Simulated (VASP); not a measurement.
Write the native input for VASP 6.6.1 that does the following.

```yaml
Task: single point
Functional: PBE
Potentials_or_basis: VASP PAW PBE potentials, release 64 (Sb, Bi_d, Te, S)
Cutoff: 520 eV
k_mesh: 6 × 6 × 2
Occupations: gaussian, width 0.1 eV
Spin: no spin polarisation
Dipole_correction: no
Further_INCAR_settings: ALGO = Normal; EDIFF = 1e-07; NBANDS = 27
```

The structure of BiSbTe2S lies in POSCAR:

```
BiSbTe2S
1.0
    5.3437324622      0.0000000000      0.0000000000
   -2.6718662311      4.6278080633      0.0000000000
    0.0000000000      0.0000000000      6.3264360737
Sb Bi Te S
1 1 2 1
Direct
    0.3333333333      0.6666666667      0.5000000000
    0.3333333333      0.6666666667      0.0000000000
    0.6666666667      0.3333333333      0.5000000000
    0.0000000000      0.0000000000      0.0000000000
    0.6666666667      0.3333333333      0.0000000000
```

The cell was generated, and may not be a known phase.

One way to write it, as run:

INCAR

```
PREC     = Accurate       # precision mode
ENCUT    = 520            # plane-wave cutoff, eV
EDIFF    = 1E-7           # SCF threshold, eV
ISMEAR   = 0              # smearing method
SIGMA    = 0.1            # smearing width, eV
LREAL    = False          # projectors in reciprocal space
LASPH    = True           # aspherical terms in the spheres
NELM     = 80             # most SCF steps
ALGO     = Normal         # electronic algorithm
ISIF     = 2              # what is computed and relaxed
LWAVE    = False          # write WAVECAR
LCHARG   = True           # write CHGCAR
GGA      = PE             # functional
LELF     = True           # ELF
LVHAR    = True         
NBANDS   = 27             # bands
```

KPOINTS

```
regular mesh
0
Gamma
  6 6 2
```

Potentials or basis: VASP PAW PBE potentials, release 64 (Sb, Bi_d, Te, S).

Command:

```sh
$ cat potpaw_PBE.64/Sb/POTCAR potpaw_PBE.64/Bi_d/POTCAR potpaw_PBE.64/Te/POTCAR potpaw_PBE.64/S/POTCAR > POTCAR
$ mpirun -np 1 vasp_std > vasp.out
```

Results of the run:

```json
{
 "Pressure": "0.1 GPa",
 "Band gap on the k mesh": "zero (bands 19 and 20 overlap by 0.70 eV)"
}
```

Caveat: the k points lie up to 0.50 Å⁻¹ apart, too coarse for converged energies and pressures of a metal; spin-orbit coupling is left out, which moves the levels of the heavy elements.

It took 28 s on 1 thread of Intel(R) Xeon(R) 6975P-C (Granite Rapids), on a shared host, peak memory 0.3 GiB.
